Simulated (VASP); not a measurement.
Input of a VASP 6.6.1 run:

File POSCAR:

```
LiH
1.0
    3.2558279722      0.0000000000      0.0000000000
   -1.6279139861      2.8196297343      0.0000000000
    0.0000000000      0.0000000000      4.0684430029
Li H
2 2
Direct
    0.3333333333      0.6666666667     -0.0625093485
    0.6666666667      0.3333333333      0.4374906515
    0.3333333333      0.6666666667      0.4375093485
    0.6666666667      0.3333333333      0.9375093485
```

File INCAR.step1:

```
SYSTEM = LiH
ALGO = Normal
EDIFF = 1E-8
ENCUT = 500
GGA = PE
ISMEAR = 0
LASPH = .True.
LCHARG = .False.
LREAL = .False.
LWAVE = .True.
NELM = 80
PREC = Accurate
SIGMA = 0.01
```

INCAR.step2

```
SYSTEM = LiH
ALGO = Exact
EDIFF = 1E-8
ENCUT = 500
GGA = PE
ISMEAR = 0
ISTART = 1
LASPH = .True.
LCHARG = .False.
LOPTICS = .True.
LREAL = .False.
LWAVE = .True.
NBANDS = 142
NELM = 1
PREC = Accurate
SIGMA = 0.01
```

The input INCAR.step3:

```
SYSTEM = LiH
ALGO = EVGW0
EDIFF = 1E-8
ENCUT = 500
ENCUTGW = 140.0
GGA = PE
ISMEAR = 0
ISTART = 1
LASPH = .True.
LCHARG = .False.
LREAL = .False.
LWAVE = .False.
NBANDS = 142
NBANDSGW = 10
NELMGW = 1
NOMEGA = 96
OMEGAMAX = 20
PREC = Accurate
PRECFOCK = Fast
SIGMA = 0.01
```

File KPOINTS:

```
k-points
0
Gamma
  6 6 4
  0 0 0
```

Potentials or basis: VASP PAW PBE potentials, release 64 (Li_GW, H_GW).

Launch:

```sh
$ cat potpaw_PBE.64/Li_GW/POTCAR potpaw_PBE.64/H_GW/POTCAR > POTCAR
$ cp INCAR.step1 INCAR
$ mpirun -np 1 vasp_std > vasp.out
$ cp INCAR.step2 INCAR
$ mpirun -np 1 vasp_std > vasp.out
$ cp INCAR.step3 INCAR
$ mpirun -np 1 vasp_std > vasp.out
```

Predict the quasiparticle gap.

3.84 eV.

Predict the least direct quasiparticle gap.

5.26 eV.

Predict the least direct gap of the starting levels on the mesh.

3.07 eV.

Predict the band gap of the starting levels on the mesh.

1.82 eV.

Caveat: the k points lie up to 0.39 Å⁻¹ apart; bands, screening cutoff and mesh are small and nothing is extrapolated, so the quasiparticle values aren't converged; the structure was generated, so it needn't be the stable form of LiH.
